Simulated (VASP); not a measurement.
AlAs2: relaxation of cell and atoms with PBE

AlAs2:

```
Al As
1.0
     4.22688    0.00000    0.00000
     0.00000    4.22688    0.00000
     0.00000    0.00000    7.54732
Al As
2 4
Direct
  0.00000 0.50000 0.80267
  0.50000 0.00000 0.19733
  0.00000 0.00000 0.00000
  0.50000 0.50000 0.00000
  0.00000 0.50000 0.48371
  0.50000 0.00000 0.51629
```

```
Program                : VASP 6.6.1
Task                   : relaxation of cell and atoms
Functional             : PBE
Potentials or basis    : VASP PAW PBE potentials, release 64 (Al, As)
Cutoff                 : 600 eV
k mesh                 : 10 × 10 × 6
Occupations            : gaussian, width 0.1 eV
Spin                   : no spin polarisation
Dipole correction      : no
Further INCAR settings : ALGO = Normal; EDIFF = 1e-06; IBRION = 2; EDIFFG = -0.01; NSW = 100; ISIF = 3
```

* Relaxed volume: 22.77 Å³/atom
* Relaxed cell: a = 4.247 Å, b = 4.247 Å, c = 7.575 Å, α = 90.00°, β = 90.00°, γ = 90.00°
* Space group after relaxing (to 0.1 Å): P4/nmm (No. 129)
* Energy gained by relaxing: 0.6 meV/atom
* Ionic steps: 14
* Pressure after relaxing: 0.0 GPa
* Largest force after relaxing: 0.005 eV/Å
* Band gap on the k mesh: zero (bands 13 and 14 overlap by 3.50 eV)

Forces in eV/Å, atoms in the order of the input:
```
Al   0.000  0.000 -0.005
Al   0.000  0.000  0.005
As   0.000  0.000  0.000
As   0.000  0.000  0.000
As   0.000  0.000  0.001
As   0.000  0.000 -0.001
```

The path:
| step | energy change (eV) | largest force (eV/Å) | pressure (GPa) | volume (Å³) |
| --- | --- | --- | --- | --- |
| 1 | 0.0000 | 0.0935 | 0.45 | 134.84 |
| 2 | -0.0020 | 0.0557 | -0.14 | 136.08 |
| 3 | -0.0020 | 0.0558 | -0.08 | 135.94 |
| 4 | -0.0027 | 0.0528 | -0.04 | 135.97 |
| 5 | -0.0029 | 0.0514 | -0.01 | 135.99 |
| 6 | -0.0032 | 0.0356 | 0.02 | 135.97 |
| 7 | -0.0032 | 0.0376 | 0.02 | 135.96 |
| 8 | -0.0034 | 0.0300 | 0.03 | 136.03 |
| 9 | -0.0037 | 0.0068 | 0.06 | 136.23 |
| 10 | -0.0036 | 0.0410 | 0.11 | 136.63 |
| 11 | -0.0038 | 0.0130 | 0.08 | 136.39 |
| 12 | -0.0038 | 0.0124 | -0.02 | 136.67 |
| 13 | -0.0038 | 0.0108 | 0.00 | 136.63 |
| 14 | -0.0039 | 0.0051 | 0.00 | 136.63 |

Final structure:
```
Al As
1.0
     4.24695    0.00000    0.00000
     0.00000    4.24695    0.00000
     0.00000    0.00000    7.57535
Al As
2 4
Direct
  0.00000 0.50000 0.80577
  0.50000 0.00000 0.19423
  0.00000 0.00000 0.00000
  0.50000 0.50000 0.00000
  0.00000 0.50000 0.48640
  0.50000 0.00000 0.51360
```

Levels at points of the mesh, in eV from the Fermi level:
```
           k point  band 9  band 10  band 11  band 12  band 13  band 14  band 15  band 16  band 17
(0.00, 0.00, 0.00)   -2.41    -2.41    -1.47    -0.39     0.65     0.74     0.74     1.20     3.31
(0.50, 0.00, 0.00)   -2.34    -2.34    -1.30    -1.30    -0.50    -0.50    -0.45    -0.45     2.58
(0.50, 0.50, 0.00)   -3.15    -3.15    -2.95    -2.95     2.44     2.44     3.58     3.58     4.34
(0.00, 0.00, 0.50)   -2.57    -2.57    -0.83    -0.45     0.87     1.02     1.02     3.14     3.32
(0.50, 0.00, 0.50)   -2.56    -2.56    -1.90    -1.90    -0.58    -0.58    -0.26    -0.26     3.91
(0.50, 0.50, 0.50)   -2.42    -2.42    -2.37    -2.37     0.78     0.78     1.93     1.93     3.58
```

It took 11 min on 1 thread of AMD EPYC 9R45 96-Core Processor (Zen 5) (shared host), peak memory 0.39 GiB.
